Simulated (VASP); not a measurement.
# Zn (Fm-3m) in VASP: a series of runs

Runs on Zn. Level: PBE. Tasks: single point, relaxation of cell and atoms.

All numbers are computed with VASP 6.6.1; they aren't measurements. Logs are shortened: lines on timing, memory, paths and dates and some standing lists are left out, and cuts for length are marked.

## Step 1: The cell of the first run

It takes space group Fm-3m (No. 225, cubic). The conventional cell has a = 3.928 Å, b = 3.928 Å, c = 3.928 Å, α = 90.00°, β = 90.00°, γ = 90.00°. Zn (site symmetry m-3m) has 12 Zn at 2.78 Å within 3.7 Å.

This isn't the form of Zn at room conditions, which is hcp.

## Step 2: Single point, PBE

INCAR

```
PREC = Accurate ; ENCUT = 520
EDIFF = 1E-7 ; ISMEAR = 0
SIGMA = 0.1 ; LREAL = F
LASPH = T ; NELM = 100
ALGO = Normal ; ISIF = 2
LWAVE = F ; LCHARG = F
GGA = PE ; NBANDS = 12
```

KPOINTS

```
regular mesh
0
Gamma
  18 18 18
```

POSCAR

```
Zn
1.0
    0.0000000000      1.9640638750      1.9640638750
    1.9640638750      0.0000000000      1.9640638750
    1.9640638750      1.9640638750      0.0000000000
Zn
1
Direct
    0.0000000000      0.0000000000      0.0000000000
```

Potentials or basis: VASP PAW PBE potentials, release 64 (Zn).

Command:

```bash
cat potpaw_PBE.64/Zn/POTCAR > POTCAR
mpirun -np 1 vasp_std > vasp.out
```

OUTCAR:

```text
PREC = Accurate
   ENCUT = 520
   EDIFF = 1E-7
   ISMEAR = 0
   LREAL = F
   LASPH = T
   NELM = 100
   ISIF = 2
   GGA = PE

 ion  position               nearest neighbor table
   1  0.000  0.000  0.000-

  LATTYP: Found a face centered cubic cell.
 ALAT       =     3.9281277500

  Lattice vectors:

 A1 = (   0.0000000000,   1.9640638750,   1.9640638750)
 A2 = (   1.9640638750,   0.0000000000,   1.9640638750)
 A3 = (   1.9640638750,   1.9640638750,   0.0000000000)

Analysis of symmetry for initial positions (statically):
=====================================================================
 Subroutine PRICEL returns:
 Original cell was already a primitive cell.

 Routine SETGRP: Setting up the symmetry group for a
 face centered cubic supercell.

 Subroutine GETGRP returns: Found 48 space group operations
 (whereof 48 operations were pure point group operations)
 out of a pool of 48 trial point group operations.

The static configuration has the point symmetry O_h .

Analysis of symmetry for dynamics (positions and initial velocities):
=====================================================================
 Subroutine PRICEL returns:
 Original cell was already a primitive cell.

 Routine SETGRP: Setting up the symmetry group for a
 face centered cubic supercell.

 Subroutine GETGRP returns: Found 48 space group operations
 (whereof 48 operations were pure point group operations)
 out of a pool of 48 trial point group operations.

The dynamic configuration has the point symmetry O_h .

 Subroutine INISYM returns: Found 48 space group operations
 (whereof 48 operations are pure point group operations),
 and found     1 'primitive' translations

----------------------------------------------------------------------------------------

                                     Primitive cell

  volume of cell :      15.1529

  direct lattice vectors                    reciprocal lattice vectors
     0.000000000  1.964063875  1.964063875    -0.254574205  0.254574205  0.254574205
     1.964063875  0.000000000  1.964063875     0.254574205 -0.254574205  0.254574205
     1.964063875  1.964063875  0.000000000     0.254574205  0.254574205 -0.254574205

  length of vectors
     2.777605769  2.777605769  2.777605769     0.440935458  0.440935458  0.440935458

  position of ions in fractional coordinates (direct lattice)
     0.000000000  0.000000000  0.000000000

  ion indices of the primitive-cell ions
   primitive index   ion index
                 1           1

----------------------------------------------------------------------------------------

 KPOINTS: regular mesh

Automatic generation of k-mesh.
 Grid dimensions read from file:
 generate k-points for:   18   18   18

 Generating k-lattice:

  Cartesian coordinates                     Fractional coordinates (reciprocal lattice)
    -0.014143011  0.014143011  0.014143011     0.055555556  0.000000000  0.000000000
     0.014143011 -0.014143011  0.014143011     0.000000000  0.055555556  0.000000000
     0.014143011  0.014143011 -0.014143011     0.000000000  0.000000000  0.055555556

  Length of vectors
     0.024496414  0.024496414  0.024496414

  Shift w.r.t. Gamma in fractional coordinates (k-lattice)
     0.000000000  0.000000000  0.000000000

 Subroutine IBZKPT returns following result:
 ===========================================

 Found    195 irreducible k-points:

 Following reciprocal coordinates:
            Coordinates               Weight
  0.000000  0.000000  0.000000      1.000000
  0.055556  0.000000  0.000000      8.000000
  0.111111  0.000000  0.000000      8.000000
  0.166667  0.000000  0.000000      8.000000
  0.222222  0.000000  0.000000      8.000000
  0.277778  0.000000  0.000000      8.000000
[... 16 lines left out ...]
 -0.277778  0.055556  0.000000     24.000000
 -0.222222  0.055556  0.000000     24.000000
 [... further k-points ...]
   k-points           NKPTS =    195   k-points in BZ     NKDIM =    195   number of bands    NBANDS=     12
   number of dos      NEDOS =    301   number of ions     NIONS =      1
   total plane-waves  NPLWV =  13824
   dimension x,y,z NGX =    24 NGY =   24 NGZ =   24
   dimension x,y,z NGXF=    48 NGYF=   48 NGZF=   48
   ions per type =               1
   NGX,Y,Z   is equivalent  to a cutoff of  14.36, 14.36, 14.36 a.u.
   NGXF,Y,Z  is equivalent  to a cutoff of  28.73, 28.73, 28.73 a.u.
 SYSTEM =  unknown system
   PREC   = accura    normal or accurate (medium, high low for compatibility)
   ISTART =      0    job   : 0-new  1-cont  2-samecut
   ICHARG =      2    charge: 1-file 2-atom 10-const
   ISPIN  =      1    spin polarized calculation?
   LNONCOLLINEAR =      F non collinear calculations
   LSORBIT =      F    spin-orbit coupling
   LASPH  =      T    aspherical Exc in radial PAW
   ENCUT  =  520.0 eV  38.22 Ry    6.18 a.u.   5.16  5.16  5.16*2*pi/ulx,y,z
   NELM   =    100;   NELMIN=  2; NELMDL= -5     # of ELM steps
   EDIFF  = 0.1E-06   stopping-criterion for ELM
   LREAL  =      F    real-space projection
   EDIFFG = 0.1E-05   stopping-criterion for IOM
   NSW    =      0    number of steps for IOM
   IBRION =     -1    ionic relax: 0-MD 1-quasi-New 2-CG
   NFREE  =      0    steps in history (QN), initial steepest desc. (CG)
   ISIF   =      2    stress and relaxation
   ISYM   =      2    0-nonsym 1-usesym 2-fastsym
   POTIM  = 0.5000    time-step for ionic-motion
   TEBEG  =    0.0;   TEEND  =   0.0 temperature during run
   PSTRESS=    0.0 pullay stress
   NELECT =      12.0000    total number of electrons
   NUPDOWN=      -1.0000    fix difference up-down
   EMIN   =  10.00;   EMAX   =-10.00  energy-range for DOS
   EFERMI =   0.00;   METHOD = LEGACY
   ISMEAR =     0;   SIGMA  =   0.10  broadening in eV -4-tet -1-fermi 0-gaus
   EFERMI_NEDOS =   21; number of points for ismear=-14 and -15
   IALGO  =     38    algorithm
   IMIX   =      4    mixing-type and parameters
     AMIX     =   0.40;   BMIX     =  1.00
     AMIX_MAG =   1.60;   BMIX_MAG =  1.00
  volume/ion in A,a.u.               =      15.15       102.26
  Fermi-wavevector in a.u.,A,eV,Ry     =   1.514618  2.862212 31.212666  2.294066
  Thomas-Fermi vector in A             =   2.624251
   LORBIT       =      0    0 simple, 1 ext, 2 COOP (PROOUT), +10 PAW based schemes
   GGA     = PE    functional components
   LHFCALC =     F    Hartree Fock is set to
   AEXX    =    0.0000 exact exchange contribution
   IVDW    =     0    specifies the selected vdW correction
   LEPSILON=     F    determine dielectric tensor
   LRPA    =     F    only Hartree local field effects (RPA)
 non-spin polarized calculation
 Gauss-broadening in eV      SIGMA  =   0.10
  energy-cutoff  :      520.00
  volume of cell :       15.15
 maximum number of plane-waves:       419
 NGX is ok and might be reduce to    24
   NGX = 11   NGY = 11   NGZ = 11

 number of electron      12.0000008 magnetization

 Free energy of the ion-electron system (eV)
  ---------------------------------------------------
  ext. energy  EPLUGINS =         0.00000000
  ---------------------------------------------------
  free energy    TOTEN  =        -1.08542282 eV

  energy without entropy =       -1.08415001  energy(sigma->0) =       -1.08478641

 E-fermi :   3.0286     XC(G=0): -11.5826

 val. band max:        2.9971187648   @ k =  -0.3889   0.4444   0.0556
 cond. band min:       3.0885338760   @ k =  -0.3333   0.3333   0.1667
 fundamental gap:      0.0914151112
 Fermi energy:         3.0285542632

 k-point     1 :       0.0000    0.0000    0.0000
  band No.  band energies     occupation
      1      -7.2715      2.00000
      2      -4.5318      2.00000
      3      -4.5318      2.00000
      4      -4.5318      2.00000
      5      -4.1514      2.00000
      6      -4.1514      2.00000
      7      21.3769      0.00000
      8      21.3769      0.00000
      9      21.3769      0.00000
     10      21.9919      0.00000
     11      24.1522      0.00000
     12      24.1522      0.00000

 k-point     2 :       0.0556    0.0000    0.0000
  band No.  band energies     occupation
      1      -7.1782      2.00000
      2      -4.5396      2.00000
      3      -4.5210      2.00000
      4      -4.5210      2.00000
      5      -4.1546      2.00000
      6      -4.1546      2.00000
      7      19.6360      0.00000
      8      21.0632      0.00000
      9      21.0632      0.00000
     10      21.8031      0.00000
     11      24.6241      0.00000
     12      24.6241      0.00000

 k-point     3 :       0.1111    0.0000    0.0000
  band No.  band energies     occupation
      1      -6.9022      2.00000
      2      -4.5575      2.00000
      3      -4.4931      2.00000
      4      -4.4931      2.00000
      5      -4.1603      2.00000
      6      -4.1603      2.00000
      7      16.9264      0.00000
      8      20.4520      0.00000
      9      20.4520      0.00000
     10      21.6931      0.00000
     11      25.7035      0.00000
     12      25.7035      0.00000

 k-point     4 :       0.1667    0.0000    0.0000
  band No.  band energies     occupation
      1      -6.4614      2.00000
      2      -4.5636      2.00000
      3      -4.4624      2.00000
      4      -4.4624      2.00000
      5      -4.1562      2.00000
      6      -4.1562      2.00000
      7      14.2323      0.00000
      8      19.8454      0.00000
      9      19.8454      0.00000
     10      21.5400      0.00000
     11      26.7409      0.00000
     12      26.8097      0.00000

 k-point     5 :       0.2222    0.0000    0.0000
  band No.  band energies     occupation
      1      -5.9171      2.00000
      2      -4.4910      2.00000
      3      -4.4491      2.00000
      4      -4.4491      2.00000
      5      -4.1256      2.00000
      6      -4.1256      2.00000
      7      11.6503      0.00000
      8      19.3321      0.00000
      9      19.3321      0.00000
     10      21.3455      0.00000
     11      25.6034      0.00000
     12      25.6034      0.00000
[... 228 lines left out ...]
      1      -5.2269      2.00000
      2      -4.5267      2.00000
      3      -4.5047      2.00000
      4      -3.9425      2.00000
      5      -3.9372      2.00000
      6      -1.6216      2.00000
      7       4.2233      0.00000
      8      16.7862      0.00000
      9      18.6951      0.00000
     10      20.3285      0.00000
     11      22.4033      0.00000
     12      23.6881      0.00000

 k-point    22 :      -0.3333    0.0556    0.0000
  band No.  band energies     occupation
      1      -5.2339      2.00000
      2      -4.5011      2.00000
      3      -4.4812      2.00000
      4      -4.0143      2.00000
      5      -4.0091      2.00000
      6      -2.8342      2.00000
      7       6.2739      0.00000
      8      16.7185      0.00000
      9      19.2984      0.00000
     10      20.8437      0.00000
     11      22.6146      0.00000
     12      23.8781      0.00000

 k-point    23 :      -0.2778    0.0556    0.0000
  band No.  band energies     occupation
      1      -5.3282      2.00000
      2      -4.4770      2.00000
      3      -4.4537      2.00000
      4      -4.1744      2.00000
      5      -4.0895      2.00000
      6      -3.7008      2.00000
      7       8.5041      0.00000
      8      16.8197      0.00000
      9      19.9078      0.00000
     10      21.3877      0.00000
     11      23.1649      0.00000
     12      24.1929      0.00000

 k-point    24 :      -0.2222    0.0556    0.0000
  band No.  band energies     occupation
      1      -5.6731      2.00000
      2      -4.5093      2.00000
      3      -4.4347      2.00000
      4      -4.4088      2.00000
      5      -4.1590      2.00000
      6      -4.0041      2.00000
      7      10.8941      0.00000
      8      17.0863      0.00000
      9      20.4885      0.00000
     10      21.8560      0.00000
     11      24.0638      0.00000
     12      24.6829      0.00000

 [... further k-points ...]

------------------------ aborting loop because EDIFF is reached ----------------------------------------

  FORCE on cell =-STRESS in cart. coord.  units (eV):
  Direction    XX          YY          ZZ          XY          YZ          ZX
  --------------------------------------------------------------------------------------
  -------------------------------------------------------------------------------------
  Total        0.0317574      0.0317574      0.0317574      0.0000000     -0.0000000     -0.0000000
  in kB        3.3578332      3.3578332      3.3578332      0.0000000     -0.0000000     -0.0000000
  external PRESSURE =       3.3578332 kB  Pullay stress =       0.0000000 kB

 VOLUME and BASIS-vectors are now :
 -----------------------------------------------------------------------------
  energy-cutoff  :      520.00
  volume of cell :       15.15
      direct lattice vectors                 reciprocal lattice vectors
     0.000000000  1.964063875  1.964063875    -0.254574205  0.254574205  0.254574205
     1.964063875  0.000000000  1.964063875     0.254574205 -0.254574205  0.254574205
     1.964063875  1.964063875  0.000000000     0.254574205  0.254574205 -0.254574205

 POSITION                                       TOTAL-FORCE (eV/Angst)
 -----------------------------------------------------------------------------------
      0.00000      0.00000      0.00000         0.000000     -0.000000     -0.000000
 -----------------------------------------------------------------------------------
    total drift:                               -0.000000     -0.000000     -0.000000

  FREE ENERGIE OF THE ION-ELECTRON SYSTEM (eV)
  ---------------------------------------------------
  free  energy   TOTEN  =        -1.0854228161 eV

  energy  without entropy=       -1.0841500138  energy(sigma->0) =       -1.08478641
```

It took 37 s on 1 thread of Intel Xeon 8259CL, shared host; peak memory 0.16 GiB.

What came out:

```
Free energy            : -1.0854 eV
Pressure               : 0.3 GPa
Band gap on the k mesh : zero (bands 6 and 7 overlap by 3.02 eV)
```

(Part 1 of 2 ends here.)
